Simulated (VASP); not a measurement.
# MnO (I4/mmm) in VASP: single point with PBEsol

Aim: the single point of MnO with PBEsol.

All numbers are computed with VASP 6.6.1; they aren't measurements. Logs are shortened: lines on timing, memory, paths and dates and some standing lists are left out, and cuts for length are marked.

### 1 The cell of the first run

Symmetry: I4/mmm, No. 139, tetragonal system. Conventional cell: a = 3.142 Å, b = 3.142 Å, c = 4.333 Å, α = 90.00°, β = 90.00°, γ = 90.00°. Within 2.9 Å of Mn (site symmetry 4/mmm) lie 6 O at 2.17 to 2.22 Å. O (site symmetry 4/mmm) has 6 Mn at 2.17 to 2.22 Å within 2.9 Å.

### 2 Single point, PBEsol, collinear spin, ferromagnetic start (strain -0.0250 x Voigt [0, 1, 0, 0, 0, 0])

Contents of INCAR:

```
SYSTEM = MnO
PREC = Accurate ; ENCUT = 520
EDIFF = 1E-6 ; ISMEAR = 0
SIGMA = 0.15 ; LREAL = .False.
LASPH = .True. ; NELM = 150
ALGO = Normal ; ISIF = 2
LWAVE = .False. ; LCHARG = .False.
ISPIN = 2 ; MAGMOM = 4.41 0.25
LORBIT = 11 ; LMAXMIX = 4
GGA = PS ; NBANDS = 20
```

Contents of KPOINTS:

```
regular mesh
0
Gamma
  18 18 18
  0 0 0
```

Contents of POSCAR:

```
MnO
1.0
    0.0000000000      2.1664500000      2.2220000000
    2.2220000000      0.0000000000      2.2220000000
    2.2220000000      2.1664500000      0.0000000000
Mn O
1 1
Direct
    0.0000000000      0.0000000000      0.0000000000
    0.5000000000      0.5000000000      0.5000000000
```

Potentials or basis: VASP PAW PBE potentials, release 64 (Mn_pv, O).

The run is started by

```sh
$ cat potpaw_PBE.64/Mn_pv/POTCAR potpaw_PBE.64/O/POTCAR > POTCAR
$ mpirun -np 1 vasp_std > vasp.out
```

OUTCAR:

```text
SYSTEM = MnO
   PREC = Accurate
   ENCUT = 520
   EDIFF = 1E-6
   ISMEAR = 0
   LREAL = .False.
   LASPH = .True.
   NELM = 150
   ISIF = 2
   ISPIN = 2
   LORBIT = 11
   GGA = PS

 ion  position               nearest neighbor table
   1  0.000  0.000  0.000-   2 2.17   2 2.17   2 2.22   2 2.22   2 2.22   2 2.22
   2  0.500  0.500  0.500-   1 2.17   1 2.17   1 2.22   1 2.22   1 2.22   1 2.22

  LATTYP: Found a body centered tetragonal cell.
 ALAT       =     3.1423825356
 C/A-ratio  =     1.3788582233

  Lattice vectors:

 A1 = (   0.0000000000,  -2.1664500000,   2.2220000000)
 A2 = (   0.0000000000,  -2.1664500000,  -2.2220000000)
 A3 = (   2.2220000000,   2.1664500000,   0.0000000000)

Analysis of symmetry for initial positions (statically):
=====================================================================
 Subroutine PRICEL returns:
 Original cell was already a primitive cell.

 Routine SETGRP: Setting up the symmetry group for a
 body centered tetragonal supercell.

 Subroutine GETGRP returns: Found 16 space group operations
 (whereof 16 operations were pure point group operations)
 out of a pool of 16 trial point group operations.

The static configuration has the point symmetry D_4h.

Analysis of symmetry for dynamics (positions and initial velocities):
=====================================================================
 Subroutine PRICEL returns:
 Original cell was already a primitive cell.

 Routine SETGRP: Setting up the symmetry group for a
 body centered tetragonal supercell.

 Subroutine GETGRP returns: Found 16 space group operations
 (whereof 16 operations were pure point group operations)
 out of a pool of 16 trial point group operations.

The dynamic configuration has the point symmetry D_4h.

Analysis of structural, dynamic, and magnetic symmetry:
=====================================================================
 Subroutine PRICEL returns:
 Original cell was already a primitive cell.

 Routine SETGRP: Setting up the symmetry group for a
 body centered tetragonal supercell.

 Subroutine GETGRP returns: Found 16 space group operations
 (whereof 16 operations were pure point group operations)
 out of a pool of 16 trial point group operations.

The overall configuration has the point symmetry D_4h.

 Subroutine INISYM returns: Found 16 space group operations
 (whereof 16 operations are pure point group operations),
 and found     1 'primitive' translations

----------------------------------------------------------------------------------------

                                     Primitive cell

  volume of cell :      21.3928

  direct lattice vectors                    reciprocal lattice vectors
     0.000000000  2.166450000  2.222000000    -0.225022502  0.230792310  0.225022502
     2.222000000  0.000000000  2.222000000     0.225022502 -0.230792310  0.225022502
     2.222000000  2.166450000  0.000000000     0.225022502  0.230792310 -0.225022502

  length of vectors
     3.103351350  3.142382536  3.103351350     0.393109836  0.393109836  0.393109836

  position of ions in fractional coordinates (direct lattice)
     0.000000000  0.000000000  0.000000000
     0.500000000  0.500000000  0.500000000

  ion indices of the primitive-cell ions
   primitive index   ion index
                 1           1
                 2           2

----------------------------------------------------------------------------------------

 KPOINTS: regular mesh

Automatic generation of k-mesh.
 Grid dimensions read from file:
 generate k-points for:   18   18   18

 Generating k-lattice:

  Cartesian coordinates                     Fractional coordinates (reciprocal lattice)
    -0.012501250  0.012821795  0.012501250     0.055555556  0.000000000  0.000000000
     0.012501250 -0.012821795  0.012501250     0.000000000  0.055555556  0.000000000
     0.012501250  0.012821795 -0.012501250     0.000000000  0.000000000  0.055555556

  Length of vectors
     0.021839435  0.021839435  0.021839435

  Shift w.r.t. Gamma in fractional coordinates (k-lattice)
     0.000000000  0.000000000  0.000000000

 Subroutine IBZKPT returns following result:
 ===========================================

 Found    480 irreducible k-points:

 Following reciprocal coordinates:
            Coordinates               Weight
  0.000000  0.000000  0.000000      1.000000
  0.055556  0.000000  0.000000      8.000000
  0.111111  0.000000  0.000000      8.000000
  0.166667  0.000000  0.000000      8.000000
  0.222222  0.000000  0.000000      8.000000
  0.277778  0.000000  0.000000      8.000000
[... 16 lines left out ...]
 -0.277778  0.055556  0.000000     16.000000
 -0.222222  0.055556  0.000000     16.000000
 [... further k-points ...]
   k-points           NKPTS =    480   k-points in BZ     NKDIM =    480   number of bands    NBANDS=     20
   number of dos      NEDOS =    301   number of ions     NIONS =      2
   total plane-waves  NPLWV =  13824
   dimension x,y,z NGX =    24 NGY =   24 NGZ =   24
   dimension x,y,z NGXF=    48 NGYF=   48 NGZF=   48
   ions per type =               1   1
   NGX,Y,Z   is equivalent  to a cutoff of  12.86, 12.70, 12.86 a.u.
   NGXF,Y,Z  is equivalent  to a cutoff of  25.71, 25.39, 25.71 a.u.
 SYSTEM =  MnO
   PREC   = accura    normal or accurate (medium, high low for compatibility)
   ISTART =      0    job   : 0-new  1-cont  2-samecut
   ICHARG =      2    charge: 1-file 2-atom 10-const
   ISPIN  =      2    spin polarized calculation?
   LNONCOLLINEAR =      F non collinear calculations
   LSORBIT =      F    spin-orbit coupling
   LASPH  =      T    aspherical Exc in radial PAW
   ENCUT  =  520.0 eV  38.22 Ry    6.18 a.u.   5.77  5.84  5.77*2*pi/ulx,y,z
   NELM   =    150;   NELMIN=  2; NELMDL= -5     # of ELM steps
   EDIFF  = 0.1E-05   stopping-criterion for ELM
   LREAL  =      F    real-space projection
   EDIFFG = 0.1E-04   stopping-criterion for IOM
   NSW    =      0    number of steps for IOM
   IBRION =     -1    ionic relax: 0-MD 1-quasi-New 2-CG
   NFREE  =      0    steps in history (QN), initial steepest desc. (CG)
   ISIF   =      2    stress and relaxation
   ISYM   =      2    0-nonsym 1-usesym 2-fastsym
   POTIM  = 0.5000    time-step for ionic-motion
   TEBEG  =    0.0;   TEEND  =   0.0 temperature during run
   PSTRESS=    0.0 pullay stress
   NELECT =      19.0000    total number of electrons
   NUPDOWN=      -1.0000    fix difference up-down
   EMIN   =  10.00;   EMAX   =-10.00  energy-range for DOS
   EFERMI =   0.00;   METHOD = LEGACY
   ISMEAR =     0;   SIGMA  =   0.15  broadening in eV -4-tet -1-fermi 0-gaus
   EFERMI_NEDOS =   21; number of points for ismear=-14 and -15
   IALGO  =     38    algorithm
   IMIX   =      4    mixing-type and parameters
     AMIX     =   0.40;   BMIX     =  1.00
     AMIX_MAG =   1.60;   BMIX_MAG =  1.00
  volume/ion in A,a.u.               =      10.70        72.18
  Fermi-wavevector in a.u.,A,eV,Ry     =   1.573634  2.973737 33.692440  2.476324
  Thomas-Fermi vector in A             =   2.674889
   LORBIT       =     11    0 simple, 1 ext, 2 COOP (PROOUT), +10 PAW based schemes
   GGA     = PS    functional components
   LHFCALC =     F    Hartree Fock is set to
   AEXX    =    0.0000 exact exchange contribution
   IVDW    =     0    specifies the selected vdW correction
   LEPSILON=     F    determine dielectric tensor
   LRPA    =     F    only Hartree local field effects (RPA)
 spin polarized calculation
 Gauss-broadening in eV      SIGMA  =   0.15
  energy-cutoff  :      520.00
  volume of cell :       21.39
 maximum number of plane-waves:       588
   NGX = 11   NGY = 11   NGZ = 11

 number of electron      19.0000002 magnetization       4.6529701

 Free energy of the ion-electron system (eV)
  ---------------------------------------------------
  ext. energy  EPLUGINS =         0.00000000
  ---------------------------------------------------
  free energy    TOTEN  =       -17.24260818 eV

  energy without entropy =      -17.23150262  energy(sigma->0) =      -17.23705540

 E-fermi :   7.7395     XC(G=0): -12.2615

 val. band max:        7.7374957664   @ k =   0.2222   0.3333   0.0556
 cond. band min:       7.7400980063   @ k =  -0.3889   0.2222   0.0556
 fundamental gap:      0.0026022399
 Fermi energy:         7.7394740317

 spin component 1

 k-point     1 :       0.0000    0.0000    0.0000
  band No.  band energies     occupation
      1     -42.4534      1.00000
      2     -42.4464      1.00000
      3     -42.4464      1.00000
      4     -12.7489      1.00000
      5       3.7679      1.00000
      6       3.8217      1.00000
[... 12 lines left out ...]
     19      27.5028      0.00000
     20      28.4529      0.00000

 k-point     2 :       0.0556    0.0000    0.0000
  band No.  band energies     occupation
      1     -42.4545      1.00000
      2     -42.4477      1.00000
      3     -42.4467      1.00000
      4     -12.7201      1.00000
      5       3.4576      1.00000
      6       3.5808      1.00000
[... 498 lines left out ...]
 k-point    24 :      -0.2222    0.0556    0.0000
  band No.  band energies     occupation
      1     -42.4849      1.00000
      2     -42.4544      1.00000
      3     -42.4523      1.00000
      4     -12.2564      1.00000
      5       0.9622      1.00000
      6       2.1309      1.00000
[... 12 lines left out ...]
     19      28.1532      0.00000
     20      32.0769      0.00000

 [... further k-points ...]

 spin component 2

 k-point     1 :       0.0000    0.0000    0.0000
  band No.  band energies     occupation
      1     -37.9644      1.00000
      2     -37.9227      1.00000
      3     -37.9227      1.00000
      4     -12.2880      1.00000
      5       4.1572      1.00000
      6       4.2474      1.00000
[... 12 lines left out ...]
     19      29.7200      0.00000
     20      30.6433      0.00000

 k-point     2 :       0.0556    0.0000    0.0000
  band No.  band energies     occupation
      1     -37.9657      1.00000
      2     -37.9245      1.00000
      3     -37.9231      1.00000
      4     -12.2600      1.00000
      5       3.9897      1.00000
      6       4.1334      1.00000
[... 498 lines left out ...]
 k-point    24 :      -0.2222    0.0556    0.0000
  band No.  band energies     occupation
      1     -37.9946      1.00000
      2     -37.9412      1.00000
      3     -37.9308      1.00000
      4     -11.8111      1.00000
      5       1.8090      1.00000
      6       3.2630      1.00000
[... 12 lines left out ...]
     19      29.6980      0.00000
     20      33.6008      0.00000

 [... further k-points ...]
[... 5 lines left out ...]
  --------------------------------------------------------------------------------------
  -------------------------------------------------------------------------------------
  Total       -0.6249024     -0.6349814     -0.6249024      0.0000000      0.0000000      0.0000000
  in kB      -46.8010953    -47.5559441    -46.8010953      0.0000000      0.0000000      0.0000000
  external PRESSURE =     -47.0527116 kB  Pullay stress =       0.0000000 kB

 VOLUME and BASIS-vectors are now :
 -----------------------------------------------------------------------------
  energy-cutoff  :      520.00
  volume of cell :       21.39
      direct lattice vectors                 reciprocal lattice vectors
     0.000000000  2.166450000  2.222000000    -0.225022502  0.230792310  0.225022502
     2.222000000  0.000000000  2.222000000     0.225022502 -0.230792310  0.225022502
     2.222000000  2.166450000  0.000000000     0.225022502  0.230792310 -0.225022502

 POSITION                                       TOTAL-FORCE (eV/Angst)
 -----------------------------------------------------------------------------------
      0.00000      0.00000      0.00000         0.000000     -0.000000      0.000000
      2.22200      2.16645      2.22200         0.000000      0.000000      0.000000
 -----------------------------------------------------------------------------------
    total drift:                                0.000000     -0.000000     -0.000000

  FREE ENERGIE OF THE ION-ELECTRON SYSTEM (eV)
  ---------------------------------------------------
  free  energy   TOTEN  =       -17.2426081771 eV

  energy  without entropy=      -17.2315026182  energy(sigma->0) =      -17.23705540

 total charge

# of ion       s       p       d       tot
------------------------------------------
    1        0.211   6.189   4.990  11.390
    2        1.557   3.400   0.000   4.957
--------------------------------------------------
tot          1.768   9.588   4.990  16.346

 magnetization (x)

# of ion       s       p       d       tot
------------------------------------------
    1        0.033   0.026   4.174   4.233
    2        0.031   0.160   0.000   0.190
--------------------------------------------------
tot          0.064   0.186   4.174   4.423
```

Wall time 5.7 min (1 thread of Intel Xeon 8259CL, shared host); peak memory 0.39 GiB.

What came out:

| Quantity | Value |
| --- | --- |
| Free energy | -17.2426 eV |
| Pressure | -4.7 GPa |
| Net moment | 4.65 μB per cell |
| Site moments | Mn +4.23; O +0.19 μB |
| Valence electrons inside the program's atomic spheres | Mn 11.39; O 4.96 |

Stress tensor (GPa, compression positive):
```
-4.68  0.00  0.00
 0.00 -4.76  0.00
 0.00  0.00 -4.68
```

Caveat: the cell differs from its parent crystal (strain -0.0250 x Voigt [0, 1, 0, 0, 0, 0]); the PAW data sets were made with another functional, which shifts forces and pressure a little; a cell with one magnetic atom can't hold antiferromagnetic order, which such compounds often take; semilocal functionals often make such compounds metallic where correlation or magnetic order opens a gap, which also shifts bond lengths.
